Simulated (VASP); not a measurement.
# Yb (Im-3m) in VASP: a series of runs, part 2 of 2

VASP 6.6.1.

## 3. Single point, PBEsol, collinear spin, ferromagnetic start

Contents of INCAR:

```
SYSTEM = Yb
PREC = Accurate
ENCUT = 520
EDIFF = 1E-6
ISMEAR = -1
SIGMA = 0.05
LREAL = .FALSE.
LASPH = .TRUE.
NELM = 150
ALGO = Fast
ISIF = 2
LWAVE = .FALSE.
LCHARG = .TRUE.
ISPIN = 2
MAGMOM = 1
LORBIT = 11
LMAXMIX = 6
GGA = PS
LELF = .TRUE.
LVHAR = .TRUE.
NBANDS = 22
```

Contents of KPOINTS:

```
Automatic mesh
0
G
  9 9 9
  0 0 0
```

Contents of POSCAR:

```
Yb
1.0
   -2.1514830000      2.1514830000      2.1514830000
    2.1514830000     -2.1514830000      2.1514830000
    2.1514830000      2.1514830000     -2.1514830000
Yb
1
Direct
    0.0000000000      0.0000000000      0.0000000000
```

Potentials or basis: VASP PAW PBE potentials, release 64 (Yb).

The run is started by

```sh
> cat potpaw_PBE.64/Yb/POTCAR > POTCAR
> mpirun -np 1 vasp_std > vasp.out
```

OUTCAR:

```text
SYSTEM = Yb
   PREC = Accurate
   ENCUT = 520
   EDIFF = 1E-6
   ISMEAR = -1
   LREAL = .FALSE.
   LASPH = .TRUE.
   NELM = 150
   ISIF = 2
   ISPIN = 2
   LORBIT = 11
   GGA = PS

 ion  position               nearest neighbor table
   1  0.000  0.000  0.000-

  LATTYP: Found a body centered cubic cell.
 ALAT       =     4.3029660000

  Lattice vectors:

 A1 = (  -2.1514830000,   2.1514830000,   2.1514830000)
 A2 = (   2.1514830000,  -2.1514830000,   2.1514830000)
 A3 = (   2.1514830000,   2.1514830000,  -2.1514830000)

Analysis of symmetry for initial positions (statically):
=====================================================================
 Subroutine PRICEL returns:
 Original cell was already a primitive cell.

 Routine SETGRP: Setting up the symmetry group for a
 body centered cubic supercell.

 Subroutine GETGRP returns: Found 48 space group operations
 (whereof 48 operations were pure point group operations)
 out of a pool of 48 trial point group operations.

The static configuration has the point symmetry O_h .

Analysis of symmetry for dynamics (positions and initial velocities):
=====================================================================
 Subroutine PRICEL returns:
 Original cell was already a primitive cell.

 Routine SETGRP: Setting up the symmetry group for a
 body centered cubic supercell.

 Subroutine GETGRP returns: Found 48 space group operations
 (whereof 48 operations were pure point group operations)
 out of a pool of 48 trial point group operations.

The dynamic configuration has the point symmetry O_h .

Analysis of structural, dynamic, and magnetic symmetry:
=====================================================================
 Subroutine PRICEL returns:
 Original cell was already a primitive cell.

 Routine SETGRP: Setting up the symmetry group for a
 body centered cubic supercell.

 Subroutine GETGRP returns: Found 48 space group operations
 (whereof 48 operations were pure point group operations)
 out of a pool of 48 trial point group operations.

The overall configuration has the point symmetry O_h .

[... 135 lines left out ...]

 number of electron      24.0000000 magnetization       0.0008413

 Free energy of the ion-electron system (eV)
  ---------------------------------------------------
  ext. energy  EPLUGINS =         0.00000000
  ---------------------------------------------------
  free energy    TOTEN  =        -3.82964898 eV

  energy without entropy =       -3.81506642  energy(sigma->0) =       -3.82235770

 E-fermi :   1.1453     XC(G=0):  -9.1150

 val. band max:        1.1255496992   @ k =  -0.4444  -0.4444   0.2222
 cond. band min:       1.1618304287   @ k =  -0.4444  -0.4444   0.2222
 fundamental gap:      0.0362807295
 Fermi energy:         1.1453271316

 spin component 1

 k-point     1 :       0.0000    0.0000    0.0000
  band No.  band energies     occupation
      1     -50.6746      1.00000
      2     -22.9052      1.00000
      3     -22.9052      1.00000
      4     -22.9052      1.00000
      5      -3.7915      1.00000
      6       0.7319      0.99974
[... 589 lines left out ...]
     21      14.6987      0.00000
     22      16.3154      0.00000

 [... further k-points ...]

 spin component 2

 k-point     1 :       0.0000    0.0000    0.0000
  band No.  band energies     occupation
      1     -50.6737      1.00000
      2     -22.9048      1.00000
      3     -22.9048      1.00000
      4     -22.9048      1.00000
      5      -3.7928      1.00000
      6       0.7341      0.99973
[... 589 lines left out ...]
     21      14.6975      0.00000
     22      16.1354      0.00000

 [... further k-points ...]

------------------------ aborting loop because EDIFF is reached ----------------------------------------

  FORCE on cell =-STRESS in cart. coord.  units (eV):
  Direction    XX          YY          ZZ          XY          YZ          ZX
  --------------------------------------------------------------------------------------
  -------------------------------------------------------------------------------------
  Total       -0.9271357     -0.9271357     -0.9271357      0.0000000      0.0000000      0.0000000
  in kB      -37.2889492    -37.2889492    -37.2889492      0.0000000      0.0000000      0.0000000
  external PRESSURE =     -37.2889492 kB  Pullay stress =       0.0000000 kB

 VOLUME and BASIS-vectors are now :
 -----------------------------------------------------------------------------
  energy-cutoff  :      520.00
  volume of cell :       39.84
      direct lattice vectors                 reciprocal lattice vectors
    -2.151483000  2.151483000  2.151483000     0.000000000  0.232397839  0.232397839
     2.151483000 -2.151483000  2.151483000     0.232397839  0.000000000  0.232397839
     2.151483000  2.151483000 -2.151483000     0.232397839  0.232397839  0.000000000

 POSITION                                       TOTAL-FORCE (eV/Angst)
 -----------------------------------------------------------------------------------
      0.00000      0.00000      0.00000        -0.000000      0.000000     -0.000000
 -----------------------------------------------------------------------------------
    total drift:                                0.000000      0.000000      0.000000

  FREE ENERGIE OF THE ION-ELECTRON SYSTEM (eV)
  ---------------------------------------------------
  free  energy   TOTEN  =        -3.8296489818 eV

  energy  without entropy=       -3.8150664183  energy(sigma->0) =       -3.82235770

 total charge

# of ion       s       p       d       f       tot
--------------------------------------------------
    1        2.215   5.971   0.233  13.635  22.054

 magnetization (x)

# of ion       s       p       d       f       tot
--------------------------------------------------
    1        0.000  -0.000  -0.000   0.001   0.001
```

OSZICAR:

```text
N       E                     dE             d eps       ncg     rms          rms(c)
DAV:   1     0.129647190734E+03    0.12965E+03   -0.79206E+03  4346   0.703E+03
DAV:   2     0.129194705185E+02   -0.11673E+03   -0.11112E+03  4290   0.714E+02
DAV:   3    -0.111124369423E+01   -0.14031E+02   -0.13828E+02  4410   0.104E+02
[... 12 lines left out ...]
RMM:  85    -0.382964033595E+01   -0.18443E-05   -0.48366E-05  4449   0.708E-02    0.418E-02
RMM:  86    -0.382964257068E+01   -0.22347E-05   -0.33950E-05  4343   0.548E-02    0.163E-02
RMM:  87    -0.382964537817E+01   -0.28075E-05   -0.23565E-05  4168   0.277E-02    0.144E-02
RMM:  88    -0.382964706033E+01   -0.16822E-05   -0.15853E-05  3791   0.272E-02    0.173E-02
RMM:  89    -0.382964804802E+01   -0.98769E-06   -0.11570E-05  3714   0.211E-02    0.223E-02
RMM:  90    -0.382964898183E+01   -0.93381E-06   -0.88476E-06  3731   0.168E-02
   1 F= -.38296490E+01 E0= -.38223577E+01  d E =-.145826E-01  mag=     0.0006
```

Run time: 18 min. Hardware: 1 thread of AMD EPYC, shared host; peak memory 0.19 GiB.

Results:

```
Free energy                                           : -3.8296 eV
Pressure                                              : -3.7 GPa
Band gap on the k mesh                                : zero (filled and empty bands overlap)
Net moment                                            : 0.00 μB per cell
Valence electrons inside the program's atomic spheres : Yb 22.05
```

Caveat: the cell stands under tension; the PAW data sets were made with another functional, which shifts forces and pressure a little; spin-orbit coupling is left out, which moves the levels of the heavy elements.

## 4. Single point, b88 exchange, pbe correlation, non-collinear spin, typed start, spin-orbit coupling (45.81 Å³/atom)

This run uses another cell than the first one, of 45.81 Å³/atom.

Contents of INCAR:

```
PREC = Accurate
ENCUT = 600
EDIFF = 1E-6
ISMEAR = -1
SIGMA = 0.05
LREAL = False
LASPH = True
NELM = 200
ALGO = Normal
ISIF = 2
LWAVE = False
LCHARG = True
MAGMOM = 0.111 -0.268 0.778
LORBIT = 11
LSORBIT = True
GGA_COMPAT = False
LORBMOM = True
LMAXMIX = 6
GGA = LIBXC
LIBXC1 = GGA_X_B88
LIBXC2 = GGA_C_PBE
LVHAR = True
NBANDS = 35
```

Contents of KPOINTS:

```
regular mesh
0
Gamma
  7 7 7
```

Contents of POSCAR:

```
Yb
1.0
   -2.2540862629      2.2540862629      2.2540862629
    2.2540862629     -2.2540862629      2.2540862629
    2.2540862629      2.2540862629     -2.2540862629
Yb
1
Direct
    0.0000000000      0.0000000000      0.0000000000
```

The run is started by

```sh
> cat potpaw_PBE.64/Yb/POTCAR > POTCAR
> mpirun -np 1 vasp_ncl > vasp.out
```

Wall time 32 min (1 thread of Intel Xeon Platinum 8488C (Sapphire Rapids), shared host); peak memory 0.66 GiB.

It converged, with:

- Free energy: -4.2410 eV
- Pressure: -5.0 GPa
- Net moment: 0.00 μB per cell
- Valence electrons inside the program's atomic spheres: Yb 22.14

Moments on the atoms (μB; x, y, z):
```
Yb  0.00 0.00 0.00
```

Caveat: the cell stands under tension; the PAW data sets were made with another functional, which shifts forces and pressure a little.

## 5. Single point, PBE, collinear spin, ferromagnetic start (38.24 Å³/atom)

This run uses another cell than the first one, of 38.24 Å³/atom.

Contents of INCAR:

```
PREC = Accurate ; ENCUT = 520
EDIFF = 1E-7 ; ISMEAR = -1
SIGMA = 0.05 ; LREAL = False
LASPH = True ; NELM = 150
ALGO = Normal ; ISIF = 2
LWAVE = False ; LCHARG = False
ISPIN = 2 ; MAGMOM = 1
LORBIT = 11 ; LMAXMIX = 6
GGA = PE ; NBANDS = 22
```

Contents of KPOINTS:

```
regular mesh
0
Gamma
  9 9 9
```

Contents of POSCAR:

```
Yb
1.0
   -2.1224053409      2.1224053409      2.1224053409
    2.1224053409     -2.1224053409      2.1224053409
    2.1224053409      2.1224053409     -2.1224053409
Yb
1
Direct
    0.0000000000      0.0000000000      0.0000000000
```

The run is started by

```sh
> cat potpaw_PBE.64/Yb/POTCAR > POTCAR
> mpirun -np 1 vasp_std > vasp.out
```

It took 15 min on 1 thread of Intel Xeon 8259CL, shared host; peak memory 0.22 GiB.

The run converged. Its results:

- Free energy: -3.5563 eV
- Pressure: -1.7 GPa
- Band gap on the k mesh: zero (filled and empty bands overlap)
- Net moment: 0.00 μB per cell
- Valence electrons inside the program's atomic spheres: Yb 22.07

Levels at points of the mesh, in eV from the Fermi level:
Spin up:
```tsv
k point	band 8	band 9	band 10	band 11	band 12	band 13	band 14	band 15	band 16	band 17
(0.00, 0.00, 0.00)	-0.42	-0.30	-0.30	-0.30	-0.28	2.85	2.85	2.85	4.64	4.64
```
Spin down:
```csv
k point,band 8,band 9,band 10,band 11,band 12,band 13,band 14,band 15,band 16,band 17
"(0.00, 0.00, 0.00)",-0.42,-0.30,-0.30,-0.30,-0.28,2.85,2.85,2.85,4.64,4.64
```

Caveat: spin-orbit coupling is left out, which moves the levels of the heavy elements. The state reached can hang on the start; a lower one may exist.

## 6. Single point, PBE, collinear spin, ferromagnetic start (39.04 Å³/atom)

This run uses another cell than the first one, of 39.04 Å³/atom.

Contents of INCAR:

```
PREC = Accurate ; ENCUT = 520
EDIFF = 1E-7 ; ISMEAR = -1
SIGMA = 0.05 ; LREAL = F
LASPH = T ; NELM = 150
ALGO = Normal ; ISIF = 2
LWAVE = F ; LCHARG = T
ISPIN = 2 ; MAGMOM = 1
LORBIT = 11 ; LMAXMIX = 6
GGA = PE ; LELF = T
LVHAR = T ; NBANDS = 22
```

KPOINTS is that of step 5.

Contents of POSCAR:

```
Yb
1.0
   -2.1370430817      2.1370430817      2.1370430817
    2.1370430817     -2.1370430817      2.1370430817
    2.1370430817      2.1370430817     -2.1370430817
Yb
1
Direct
    0.0000000000      0.0000000000      0.0000000000
```

Potentials or basis: VASP PAW PBE potentials, release 64 (Yb).

The run is started by

```sh
> cat potpaw_PBE.64/Yb/POTCAR > POTCAR
> mpirun -np 1 vasp_std > vasp.out
```

Run time: 10 min. Hardware: 1 thread of Intel Xeon 8259CL, shared host; peak memory 0.22 GiB.

It converged, with:

| Quantity | Value |
| --- | --- |
| Free energy | -3.5463 eV |
| Pressure | -3.1 GPa |
| Band gap on the k mesh | zero (filled and empty bands overlap) |
| Net moment | 0.00 μB per cell |
| Valence electrons inside the program's atomic spheres | Yb 22.06 |

Levels at points of the mesh, in eV from the Fermi level:
Spin up:
| k point | band 10 | band 11 | band 12 | band 13 | band 14 | band 15 |
| --- | --- | --- | --- | --- | --- | --- |
| (0.00, 0.00, 0.00) | -0.31 | -0.31 | -0.28 | 2.82 | 2.82 | 2.82 |
Spin down:
```tsv
k point	band 9	band 10	band 11	band 12	band 13	band 14	band 15	band 16
(0.00, 0.00, 0.00)	-0.31	-0.31	-0.31	-0.28	2.82	2.82	2.82	4.58
```

Caveat: the cell stands under tension; spin-orbit coupling is left out, which moves the levels of the heavy elements. The state reached can hang on the start; a lower one may exist.

## 7. Overview

| level | spin | cell | k mesh | cutoff (eV) | gap on the mesh (eV) | pressure (GPa) | moment (μB) |
| --- | --- | --- | --- | --- | --- | --- | --- |
| PBEsol | off | a = 3.726 Å, angles 109.5°, 1 atom | 9 × 9 × 9 | 520 | none | -2.6 | - |
| PBEsol | collinear, ferromagnetic start | a = 3.726 Å, angles 109.5°, 1 atom | 9 × 9 × 9 | 520 | none | -3.7 | 0.00 |
| b88 exchange, pbe correlation | non-collinear, typed start, SOC | a = 3.904 Å, angles 109.5°, 1 atom | 7 × 7 × 7 | 600 | - | -5.0 | 0.00 |
| PBE | collinear, ferromagnetic start | a = 3.676 Å, angles 109.5°, 1 atom | 9 × 9 × 9 | 520 | none | -1.7 | 0.00 |
| PBE | collinear, ferromagnetic start | a = 3.701 Å, angles 109.5°, 1 atom | 9 × 9 × 9 | 520 | none | -3.1 | 0.00 |

Alike in all rows: task single point; potentials or basis VASP PAW PBE potentials, release 64 (Yb); smearing fermi-dirac 0.05 eV.

Caveats: spin-orbit coupling is left out, which moves the levels of the heavy elements (at least some runs); the PAW data sets were made with another functional, which shifts forces and pressure a little (at least some runs); the cell stands under tension (at least some runs).

Absolute energies hang on the potentials; compare differences alone.
